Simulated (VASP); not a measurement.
Here is a VASP 6.6.1 calculation.

POSCAR

```
Al16Ru
1.0
    5.7275650000      0.0000000000      0.0000000000
    2.8637820000      4.9602170000      0.0000000000
    0.0000000000      0.0000000000     18.0148060000
Al Ru
16 1
Direct
    0.0000000000      0.0000000000      0.0555098956
    0.5000000873      0.0000000000      0.0555098956
   -0.0000000504      0.5000001008      0.0555098956
    0.5000000369      0.5000001008      0.0555098956
    0.1659148028      0.1632212865      0.1820891105
    0.6700877641      0.1601968220      0.1793990454
    0.1662623868      0.6630478062      0.1813285139
    0.6628727102      0.6632552568      0.1819496696
   -0.1772390615      0.3204853739      0.3076803047
    0.3467469274      0.3166349375      0.3045932884
   -0.1741114196      0.8258674973      0.3042836542
    0.3184887994      0.8242312786      0.3134025978
   -0.0229174701     -0.0266573015      0.4503759297
    0.4723599179      0.0267359271      0.4364101950
    0.0320805712      0.4667378463      0.4195654397
    0.5335441007      0.5239311103      0.4507569496
   -0.2174606282      0.7189925360      0.5168479194
```

File INCAR.step1:

```
SYSTEM = Al16Ru
PREC = Accurate
ENCUT = 520
ISMEAR = 0
SIGMA = 0.15
LREAL = Auto
LASPH = .TRUE.
NELM = 100
NBANDS = 45
GGA = PE
ALGO = Normal
EDIFF = 1E-4
LWAVE = .TRUE.
LCHARG = .FALSE.
```

INCAR.step2

```
SYSTEM = Al16Ru
PREC = Accurate
ENCUT = 520
EDIFF = 1E-6
ISMEAR = 0
SIGMA = 0.15
LREAL = Auto
LASPH = .TRUE.
NELM = 100
ALGO = Normal
ISIF = 2
LWAVE = .FALSE.
LCHARG = .FALSE.
METAGGA = R2SCAN
LMIXTAU = .TRUE.
IVDW = 12
VDW_S6 = 1.0
VDW_S8 = 0.78981345
VDW_A1 = 0.49484001
VDW_A2 = 5.73083694
NBANDS = 45
ISTART = 1
```

Contents of KPOINTS:

```
Automatic mesh
0
G
  3 3 1
  0 0 0
```

Potentials or basis: VASP PAW PBE potentials, release 64 (Al, Ru_pv).

The run is started by

```sh
$ cat potpaw_PBE.64/Al/POTCAR potpaw_PBE.64/Ru_pv/POTCAR > POTCAR
$ cp INCAR.step1 INCAR
$ mpirun -np 1 vasp_std > vasp.out
$ cp INCAR.step2 INCAR
$ mpirun -np 1 vasp_std > vasp.out
```

Question: What does it give for the band gap on the k mesh?

Answer: Zero (bands 31 and 32 overlap by 0.43 eV).

Question: Predict the largest force.

Answer: 0.351 eV/Å.

Question: Predict the dispersion energy per atom.

Answer: -0.121 eV.

Forces in eV/Å, atoms in the order of the input:
```
Al  -0.037 -0.072  0.084
Al   0.035 -0.153 -0.068
Al  -0.091  0.110 -0.080
Al   0.041  0.033  0.050
Al  -0.005 -0.008  0.004
Al  -0.009 -0.011  0.012
Al  -0.004  0.006 -0.005
Al  -0.011 -0.014  0.003
Al  -0.004 -0.055  0.033
Al  -0.040  0.019 -0.010
Al   0.003 -0.018 -0.013
Al   0.001 -0.032 -0.011
Al  -0.023 -0.075 -0.012
Al  -0.058  0.055 -0.139
Al  -0.025 -0.058  0.126
Al  -0.008  0.012  0.055
Ru   0.235  0.259 -0.028
```

Caveat: the k points lie up to 0.42 Å⁻¹ apart; the PAW data sets were made with another functional, which shifts forces and pressure a little.
